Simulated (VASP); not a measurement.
# ZrB2 in VASP: notebook, part 2 of 2

VASP 6.6.1. Earlier steps stand in the parts before.

## (3) Electric field gradients, PBE (equal xx and yy strain of +3 %)

INCAR

```
PREC = Accurate
ENCUT = 420
EDIFF = 1E-8
ISMEAR = -1
SIGMA = 0.05
LREAL = False
LASPH = True
NELM = 120
ALGO = Normal
ISIF = 2
LWAVE = False
LCHARG = False
GGA = PE
LEFG = True
NBANDS = 16
GGA_COMPAT = False
```

KPOINTS

```
Automatic mesh
0
Gamma
  12 12 9
```

POSCAR

```
ZrB2
1.0
    3.2599498203      0.0000000000      0.0000000000
   -1.6299749102      2.8231993595      0.0000000000
    0.0000000000      0.0000000000      3.5200000000
Zr B
1 2
Direct
    0.0000000000      0.0000000000      0.0000000000
    0.3333333333      0.6666666667      0.5000000000
    0.6666666667      0.3333333333      0.5000000000
```

Potentials or basis: VASP PAW PBE potentials, release 64 (Zr_sv, B).

Launch:

```bash
$ cat potpaw_PBE.64/Zr_sv/POTCAR potpaw_PBE.64/B/POTCAR > POTCAR
$ mpirun -np 1 vasp_std > vasp.out
```

OUTCAR:

```text
PREC = Accurate
   ENCUT = 420
   EDIFF = 1E-8
   ISMEAR = -1
   LREAL = False
   LASPH = True
   NELM = 120
   ISIF = 2
   GGA = PE

 ion  position               nearest neighbor table
   1  0.000  0.000  0.000-   2 2.58   3 2.58   2 2.58   3 2.58   3 2.58   3 2.58   2 2.58   2 2.58
                             3 2.58   3 2.58   2 2.58   2 2.58
   2  0.333  0.667  0.500-   3 1.88   3 1.88   3 1.88   1 2.58   1 2.58   1 2.58   1 2.58   1 2.58
                             1 2.58
   3  0.667  0.333  0.500-   2 1.88   2 1.88   2 1.88   1 2.58   1 2.58   1 2.58   1 2.58   1 2.58
                             1 2.58

  LATTYP: Found a hexagonal cell.
 ALAT       =     3.2599498203
 C/A-ratio  =     1.0797712217

  Lattice vectors:

 A1 = (   3.2599498203,   0.0000000000,   0.0000000000)
 A2 = (  -1.6299749102,   2.8231993595,   0.0000000000)
 A3 = (   0.0000000000,   0.0000000000,   3.5200000000)

Analysis of symmetry for initial positions (statically):
=====================================================================
 Subroutine PRICEL returns:
 Original cell was already a primitive cell.

 Routine SETGRP: Setting up the symmetry group for a
 hexagonal supercell.

 Subroutine GETGRP returns: Found 24 space group operations
 (whereof 24 operations were pure point group operations)
 out of a pool of 24 trial point group operations.

The static configuration has the point symmetry D_6h.

Analysis of symmetry for dynamics (positions and initial velocities):
=====================================================================
 Subroutine PRICEL returns:
 Original cell was already a primitive cell.

 Routine SETGRP: Setting up the symmetry group for a
 hexagonal supercell.

 Subroutine GETGRP returns: Found 24 space group operations
 (whereof 24 operations were pure point group operations)
 out of a pool of 24 trial point group operations.

The dynamic configuration has the point symmetry D_6h.

 Subroutine INISYM returns: Found 24 space group operations
 (whereof 24 operations are pure point group operations),
 and found     1 'primitive' translations

----------------------------------------------------------------------------------------

                                     Primitive cell

  volume of cell :      32.3963

  direct lattice vectors                    reciprocal lattice vectors
     3.259949820  0.000000000  0.000000000     0.306753188  0.177104036  0.000000000
    -1.629974910  2.823199359  0.000000000     0.000000000  0.354208071  0.000000000
     0.000000000  0.000000000  3.520000000     0.000000000  0.000000000  0.284090909

  length of vectors
     3.259949820  3.259949820  3.520000000     0.354208071  0.354208071  0.284090909

  position of ions in fractional coordinates (direct lattice)
     0.000000000  0.000000000  0.000000000
     0.333333333  0.666666667  0.500000000
     0.666666667  0.333333333  0.500000000

  ion indices of the primitive-cell ions
   primitive index   ion index
                 1           1
                 2           2
                 3           3

----------------------------------------------------------------------------------------
[... 80 lines left out ...]
   PSTRESS=    0.0 pullay stress
   NELECT =      18.0000    total number of electrons
   NUPDOWN=      -1.0000    fix difference up-down
   EMIN   =  10.00;   EMAX   =-10.00  energy-range for DOS
   EFERMI =   0.00;   METHOD = LEGACY
   ISMEAR =    -1;   SIGMA  =   0.05  broadening in eV -4-tet -1-fermi 0-gaus
   EFERMI_NEDOS =   21; number of points for ismear=-14 and -15
   IALGO  =     38    algorithm
   IMIX   =      4    mixing-type and parameters
     AMIX     =   0.40;   BMIX     =  1.00
     AMIX_MAG =   1.60;   BMIX_MAG =  1.00
  volume/ion in A,a.u.               =      10.80        72.87
  Fermi-wavevector in a.u.,A,eV,Ry     =   1.345862  2.543311 24.644849  1.811345
  Thomas-Fermi vector in A             =   2.473741
   LORBIT       =      0    0 simple, 1 ext, 2 COOP (PROOUT), +10 PAW based schemes
   GGA     = PE    functional components
   LHFCALC =     F    Hartree Fock is set to
   AEXX    =    0.0000 exact exchange contribution
   IVDW    =     0    specifies the selected vdW correction
   LEPSILON=     F    determine dielectric tensor
   LRPA    =     F    only Hartree local field effects (RPA)
 non-spin polarized calculation
  energy-cutoff  :      420.00
  volume of cell :       32.40
 maximum number of plane-waves:       660
 NGX is ok and might be reduce to    24
   NGX = 11   NGY = 11   NGZ = 11

 number of electron      18.0000001 magnetization

 Free energy of the ion-electron system (eV)
  ---------------------------------------------------
  ext. energy  EPLUGINS =         0.00000000
  ---------------------------------------------------
  free energy    TOTEN  =       -24.90025188 eV

  energy without entropy =      -24.89784820  energy(sigma->0) =      -24.89905004

 E-fermi :  10.0317     XC(G=0): -12.2052

 val. band max:       10.0115807614   @ k =   0.0000   0.0000   0.2222
 cond. band min:      10.0436953097   @ k =   0.0000   0.0000   0.4444
 fundamental gap:      0.0321145483
 Fermi energy:        10.0317218012

 k-point     1 :       0.0000    0.0000    0.0000
  band No.  band energies     occupation
      1     -38.8014      2.00000
      2     -16.9343      2.00000
      3     -16.5183      2.00000
      4     -16.5183      2.00000
      5      -2.4816      2.00000
      6       7.2278      2.00000
[... 433 lines left out ...]
      3     -16.8739      2.00000
      4     -16.6399      2.00000
      5      -0.5155      2.00000
      6       3.5467      2.00000
[... 8 lines left out ...]
     15      17.1719      0.00000
     16      19.8049      0.00000

 [... further k-points ...]
[... 5 lines left out ...]
  --------------------------------------------------------------------------------------
  -------------------------------------------------------------------------------------
  Total       -2.9863080     -2.9863080     -0.6337023      0.0000000     -0.0000000      0.0000000
  in kB     -147.6896496   -147.6896496    -31.3401238      0.0000000     -0.0000000      0.0000000
  external PRESSURE =    -108.9064744 kB  Pullay stress =       0.0000000 kB

 VOLUME and BASIS-vectors are now :
 -----------------------------------------------------------------------------
  energy-cutoff  :      420.00
  volume of cell :       32.40
      direct lattice vectors                 reciprocal lattice vectors
     3.259949820  0.000000000  0.000000000     0.306753188  0.177104036  0.000000000
    -1.629974910  2.823199359  0.000000000     0.000000000  0.354208071  0.000000000
     0.000000000  0.000000000  3.520000000     0.000000000  0.000000000  0.284090909

 POSITION                                       TOTAL-FORCE (eV/Angst)
 -----------------------------------------------------------------------------------
      0.00000      0.00000      0.00000        -0.000000      0.000000      0.000000
     -0.00000      1.88213      1.76000        -0.000000      0.000000      0.000000
      1.62997      0.94107      1.76000         0.000000      0.000000      0.000000
 -----------------------------------------------------------------------------------
    total drift:                               -0.000000      0.000000      0.000000

  FREE ENERGIE OF THE ION-ELECTRON SYSTEM (eV)
  ---------------------------------------------------
  free  energy   TOTEN  =       -24.9002518753 eV

  energy  without entropy=      -24.8978481998  energy(sigma->0) =      -24.89905004

 Electric field gradients (V/A^2)
---------------------------------------------------------------------
 ion       V_xx      V_yy      V_zz      V_xy      V_xz      V_yz
---------------------------------------------------------------------
   1     -17.882   -17.882    35.764     0.000    -0.000    -0.000
   2       0.004     0.004    -0.008    -0.000     0.000    -0.000
   3       0.004     0.004    -0.008    -0.000    -0.000    -0.000
---------------------------------------------------------------------

 Electric field gradients after diagonalization (V/A^2)
 (convention: |V_zz| > |V_xx| > |V_yy|)
----------------------------------------------------------------------
 ion       V_xx      V_yy      V_zz     asymmetry (V_yy - V_xx)/ V_zz
----------------------------------------------------------------------
   1     -17.882   -17.882    35.764       0.000
   2       0.004     0.004    -0.008       0.011
   3       0.004     0.004    -0.008       0.011
----------------------------------------------------------------------

           NMR quadrupolar parameters

 Cq : quadrupolar parameter    Cq=e*Q*V_zz/h
 eta: asymmetry parameters     (V_yy - V_xx)/ V_zz
 Q  : nuclear electric quadrupole moment in mb (millibarn)
----------------------------------------------------------------------
 ion       Cq(MHz)       eta       Q (mb)
----------------------------------------------------------------------
   1       0.086       0.000       1.000
   2      -0.000       0.011       1.000
   3      -0.000       0.011       1.000
----------------------------------------------------------------------
```

OSZICAR:

```text
N       E                     dE             d eps       ncg     rms          rms(c)
DAV:   1     0.825893510547E+02    0.82589E+02   -0.85614E+03  3064   0.953E+02
DAV:   2    -0.241760334549E+02   -0.10677E+03   -0.10318E+03  4072   0.260E+02
DAV:   3    -0.273459492999E+02   -0.31699E+01   -0.31604E+01  4632   0.383E+01
DAV:   4    -0.273896365968E+02   -0.43687E-01   -0.43681E-01  3736   0.415E+00
DAV:   5    -0.273905420436E+02   -0.90545E-03   -0.90544E-03  4504   0.413E-01    0.197E+01
DAV:   6    -0.249454537524E+02    0.24451E+01   -0.55710E+00  3928   0.153E+01    0.771E+00
DAV:   7    -0.249020043338E+02    0.43449E-01   -0.58374E-01  4224   0.466E+00    0.277E+00
DAV:   8    -0.249046161093E+02   -0.26118E-02   -0.87386E-02  3744   0.232E+00    0.401E-01
DAV:   9    -0.249005783989E+02    0.40377E-02   -0.21362E-02  3856   0.104E+00    0.214E-01
DAV:  10    -0.249002437175E+02    0.33468E-03   -0.17531E-03  3648   0.360E-01    0.331E-02
DAV:  11    -0.249002539980E+02   -0.10281E-04   -0.60778E-05  3952   0.716E-02    0.904E-03
DAV:  12    -0.249002520771E+02    0.19209E-05   -0.26583E-06  3952   0.121E-02    0.510E-03
DAV:  13    -0.249002518706E+02    0.20655E-06   -0.25200E-07  4016   0.457E-03    0.147E-03
DAV:  14    -0.249002518753E+02   -0.47287E-08   -0.10429E-08  2784   0.104E-03
   1 F= -.24900252E+02 E0= -.24899050E+02  d E =-.240368E-02
```

stdout:

```text
POSCAR found type information on POSCAR ZrB
 POSCAR found :  2 types and       3 ions
 scaLAPACK will be used
 LDA part: xc-table for (Slater+PW92), standard interpolation
 POSCAR, INCAR and KPOINTS ok, starting setup
 FFT: planning ... GRIDC
 FFT: planning ... GRID_SOFT
 FFT: planning ... GRID
 WAVECAR not read
 entering main loop
ion   1

ion   2

ion   3
```

Wall time 19 s (1 thread of Intel Xeon Platinum 8488C (Sapphire Rapids), shared host); peak memory 0.16 GiB.

Results:

```yaml
Free_energy: -24.9003 eV
Pressure: -10.9 GPa
Band_gap_on_the_k_mesh: zero (band 9 reaches 10.43 eV, above the bottom of band 10 at 9.57 eV)
```

Levels at points of the mesh, in eV from the Fermi level:
```csv
k point,band 7,band 8,band 9,band 10,band 11,band 12
"(0.00, 0.00, 0.00)",-2.80,-2.45,-2.19,3.09,3.09,3.99
"(0.50, 0.00, 0.00)",-3.59,-3.12,-2.64,2.13,2.16,4.31
```

Electric field gradients, principal values (V/Å²):
```tsv
atom	least	middle	greatest (by size)
1 Zr	-17.882	-17.882	35.764
2 B	0.004	0.004	-0.008
3 B	0.004	0.004	-0.008
```

Caveat: the cell differs from its parent crystal (equal xx and yy strain of +3 %); without QUAD_EFG the Cq values of the log hold for a quadrupole moment of 1 mb, not for the nuclei.

## (4) Electric field gradients, PBE (equal xy, yz and zx shear strains of +1 %)

INCAR

```
SYSTEM = ZrB2
  PREC = Accurate
  ENCUT = 520
  EDIFF = 1E-8
  ISMEAR = -1
  SIGMA = 0.05
  LREAL = .FALSE.
  LASPH = .TRUE.
  NELM = 60
  ALGO = Normal
  ISIF = 2
  LWAVE = .FALSE.
  LCHARG = .FALSE.
  GGA = PE
  LEFG = .TRUE.
  NBANDS = 16
```

KPOINTS

```
Automatic mesh
0
G
  12 12 9
  0 0 0
```

POSCAR

```
ZrB2
1.0
    3.1649998255      0.0158249991      0.0158249991
   -1.5687950615      2.7330577523      0.0057923517
    0.0176000000      0.0176000000      3.5200000000
Zr B
1 2
Direct
    0.0000000000      0.0000000000      0.0000000000
    0.3333333333      0.6666666667      0.5000000000
    0.6666666667      0.3333333333      0.5000000000
```

Potentials or basis: VASP PAW PBE potentials, release 64 (Zr_sv, B).

Launch:

```bash
$ cat potpaw_PBE.64/Zr_sv/POTCAR potpaw_PBE.64/B/POTCAR > POTCAR
$ mpirun -np 1 vasp_std > vasp.out
```

OUTCAR:

```text
SYSTEM = ZrB2
   PREC = Accurate
   ENCUT = 520
   EDIFF = 1E-8
   ISMEAR = -1
   LREAL = .FALSE.
   LASPH = .TRUE.
   NELM = 60
   ISIF = 2
   GGA = PE

 ion  position               nearest neighbor table
   1  0.000  0.000  0.000-   2 2.52   3 2.52   3 2.53   2 2.53   3 2.53   2 2.53   2 2.54   3 2.54
                             3 2.55   2 2.55   3 2.56   2 2.56
   2  0.333  0.667  0.500-   3 1.82   3 1.83   3 1.84   1 2.52   1 2.53   1 2.53   1 2.54   1 2.55
                             1 2.56
   3  0.667  0.333  0.500-   2 1.82   2 1.83   2 1.84   1 2.52   1 2.53   1 2.53   1 2.54   1 2.55
                             1 2.56

  LATTYP: Found a triclinic cell.
 ALAT       =     3.1650789495
 B/A-ratio  =     3.6200082127
 C/A-ratio  =     1.0043313550
 COS(alpha) =     0.0005867594
 COS(beta)  =     0.5064876926
 COS(gamma) =     0.8208512230

  Lattice vectors:

 A1 = (   3.1649998255,   0.0158249991,   0.0158249991)
 A2 = (   9.4499897740,  -5.4520655064,  -3.4999347052)
 A3 = (   1.5962047640,   2.7488827514,   0.0216173508)

Analysis of symmetry for initial positions (statically):
=====================================================================
 Subroutine PRICEL returns:
 Original cell was already a primitive cell.

 Routine SETGRP: Setting up the symmetry group for a
 triclinic supercell.

 Subroutine GETGRP returns: Found  2 space group operations
 (whereof  2 operations were pure point group operations)
 out of a pool of  2 trial point group operations.

The static configuration has the point symmetry S_2 .

Analysis of symmetry for dynamics (positions and initial velocities):
[... 171 lines left out ...]
      3     -15.6446      2.00000
      4     -15.6250      2.00000
      5      -2.1556      2.00000
      6       7.8894      2.00000
[... 433 lines left out ...]
      3     -16.0193      2.00000
      4     -15.9768      2.00000
      5       1.0869      2.00000
      6       3.2407      2.00000
[... 8 lines left out ...]
     15      19.5326      0.00000
     16      20.2255      0.00000

 [... further k-points ...]
[... 5 lines left out ...]
  --------------------------------------------------------------------------------------
  -------------------------------------------------------------------------------------
  Total        0.4032637      0.4018876      0.6986370     -0.4974148     -0.4830005     -0.4830877
  in kB       21.1597978     21.0875913     36.6584394    -26.1000365    -25.3436941    -25.3482699
  external PRESSURE =      26.3019428 kB  Pullay stress =       0.0000000 kB

 VOLUME and BASIS-vectors are now :
 -----------------------------------------------------------------------------
  energy-cutoff  :      520.00
  volume of cell :       30.53
      direct lattice vectors                 reciprocal lattice vectors
     3.164999825  0.015824999  0.015824999     0.315063910  0.180854235 -0.002479591
    -1.568795061  2.733057752  0.005792352    -0.001815186  0.364852465 -0.001815186
     0.017600000  0.017600000  3.520000000    -0.001413458 -0.001413458  0.284105044

 POSITION                                       TOTAL-FORCE (eV/Angst)
 -----------------------------------------------------------------------------------
      0.00000      0.00000      0.00000        -0.000000     -0.000000      0.000000
      0.01794      1.83611      1.76914         0.020860      0.001219     -0.002009
      1.59587      0.93037      1.77248        -0.020860     -0.001219      0.002009
 -----------------------------------------------------------------------------------
    total drift:                               -0.000000      0.000000      0.000000

  FREE ENERGIE OF THE ION-ELECTRON SYSTEM (eV)
  ---------------------------------------------------
  free  energy   TOTEN  =       -24.9716618426 eV

  energy  without entropy=      -24.9698044971  energy(sigma->0) =      -24.97073317

 Electric field gradients (V/A^2)
---------------------------------------------------------------------
 ion       V_xx      V_yy      V_zz      V_xy      V_xz      V_yz
---------------------------------------------------------------------
   1     -20.546   -20.480    41.026     4.849    10.138    10.139
   2      -0.800    -0.793     1.592     0.498     0.344     0.344
   3      -0.800    -0.793     1.592     0.498     0.344     0.344
---------------------------------------------------------------------

 Electric field gradients after diagonalization (V/A^2)
 (convention: |V_zz| > |V_xx| > |V_yy|)
----------------------------------------------------------------------
 ion       V_xx      V_yy      V_zz     asymmetry (V_yy - V_xx)/ V_zz
----------------------------------------------------------------------
   1     -25.362   -19.084    44.446       0.141
   2      -1.294    -0.416     1.710       0.514
   3      -1.294    -0.416     1.710       0.514
----------------------------------------------------------------------

           NMR quadrupolar parameters

 Cq : quadrupolar parameter    Cq=e*Q*V_zz/h
 eta: asymmetry parameters     (V_yy - V_xx)/ V_zz
 Q  : nuclear electric quadrupole moment in mb (millibarn)
----------------------------------------------------------------------
 ion       Cq(MHz)       eta       Q (mb)
----------------------------------------------------------------------
   1       0.107       0.141       1.000
   2       0.004       0.514       1.000
   3       0.004       0.514       1.000
----------------------------------------------------------------------
```

stdout:

```text
POSCAR found type information on POSCAR ZrB
 POSCAR found :  2 types and       3 ions
 scaLAPACK will be used
 LDA part: xc-table for (Slater+PW92), standard interpolation
 POSCAR, INCAR and KPOINTS ok, starting setup
 FFT: planning ... GRIDC
 FFT: planning ... GRID_SOFT
 FFT: planning ... GRID
 WAVECAR not read
 entering main loop
ion   1
     0.0000523    -0.2245777    -0.4479487    -1.0416847    -0.4480563     0.0001440
     0.0000720    -0.2245777    -0.4479487    -1.0416847    -0.4480563     0.0001440
     0.0000992    -0.2245777    -0.4479487    -1.0416847    -0.4480563     0.0001440
     0.0001366    -0.2245777    -0.4479487    -1.0416847    -0.4480563     0.0001440

     0.0000523    -4.5647890    -9.5091899   -32.3869315    -9.5078255     0.0303412
     0.0000720    -4.5646903    -9.5089100   -32.3865903    -9.5075457     0.0303397
     0.0000992    -4.5645357    -9.5084642   -32.3860848    -9.5071001     0.0303374
     0.0001366    -4.5642946    -9.5077581   -32.3853476    -9.5063942     0.0303337
[... 12 lines left out ...]
ion   3
     0.0000257    -0.4057117    -0.2735137    -1.9541192    -0.2734564     0.0030425
     0.0000354    -0.4057117    -0.2735137    -1.9541192    -0.2734564     0.0030425
     0.0000487    -0.4057117    -0.2735137    -1.9541192    -0.2734564     0.0030425
     0.0000671    -0.4057117    -0.2735137    -1.9541192    -0.2734564     0.0030425

     0.0000257    -0.5961728    -0.4104337    -2.2183332    -0.4103589     0.0043120
     0.0000354    -0.5961727    -0.4104337    -2.2183332    -0.4103589     0.0043120
     0.0000487    -0.5961727    -0.4104337    -2.2183332    -0.4103589     0.0043120
     0.0000671    -0.5961726    -0.4104336    -2.2183331    -0.4103588     0.0043120
```

Wall time 9.4 min (1 thread of Oxide Virtual Turin-like, shared host); peak memory 0.36 GiB.

Results:

| Quantity | Value |
| --- | --- |
| Free energy | -24.9717 eV |
| Pressure | 2.6 GPa |
| Largest force | 0.021 eV/Å |
| Band gap on the k mesh | zero (band 9 reaches 11.29 eV, above the bottom of band 10 at 10.05 eV) |

Forces on the atoms (eV/Å):
```
Zr   0.000  0.000  0.000
B    0.021  0.001 -0.002
B   -0.021 -0.001  0.002
```

Stress tensor (GPa, compression positive):
```
 2.12 -2.61 -2.53
-2.61  2.11 -2.53
-2.53 -2.53  3.67
```

Electric field gradients, principal values (V/Å²):
```csv
atom,least,middle,greatest (by size)
1 Zr,-19.084,-25.362,44.446
2 B,-0.416,-1.294,1.710
3 B,-0.416,-1.294,1.710
```

Caveat: the cell differs from its parent crystal (equal xy, yz and zx shear strains of +1 %); without QUAD_EFG the Cq values of the log hold for a quadrupole moment of 1 mb, not for the nuclei.
